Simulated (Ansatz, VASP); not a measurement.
**FeSi2: VASP beside Ansatz**

```
Fe Si
1.0
     0.00000    2.69000    5.08000
     2.69000    0.00000    5.08000
     2.69000    2.69000    0.00000
Fe Si
2 4
Direct
  0.00000 0.00000 0.00000
  0.50000 0.50000 0.50000
  0.12500 0.12500 0.37500
  0.62500 0.62500 0.87500
  0.37500 0.37500 0.12500
  0.87500 0.87500 0.62500
```

Change from the starting cell: parallel moments scaled by 0.1, plain SCF.

Alike in both runs: task single point; functional r2SCAN; k mesh 5 × 5 × 5; occupations gaussian, width 0.05 eV; collinear spin.

|  | VASP | Ansatz |
| --- | --- | --- |
| version | VASP 6.6.1 | Ansatz 0.2.0 |
| potentials or method | VASP PAW PBE potentials, release 64 (Fe, Si), cutoff 520 eV | PAW, plane waves, scalar-relativistic |
| valence electrons in the cell | 32 | 48 |

Ansatz gave:

| Item | Value |
| --- | --- |
| pressure (GPa) | 8.2 |
| traceless stress, the component that is largest in VASP (GPa) | -1.30 |
| rms of the force components (eV/Å) | 1.398 |
| net moment per atom (μB) | 0.11 |
| size of the moment on the site where the two differ most (μB) | 0.36 |

Estimate VASP's values.

pressure (GPa): 8.6; traceless stress, the component that is largest in VASP (GPa): -1.49; rms of the force components (eV/Å): 1.412; net moment per atom (μB): 0.11; size of the moment on the site where the two differ most (μB): 0.35.

VASP's potentials were made for PBE, not for r2SCAN. Site moments also hang on the region over which each program counts them. Atom by atom the forces differ by 0.014 eV/Å (rms over components). VASP's potentials hold 32 valence electrons a cell and Ansatz's 48, so a difference there can come from the potentials and not from the codes. Ansatz's warnings: stability check not made.
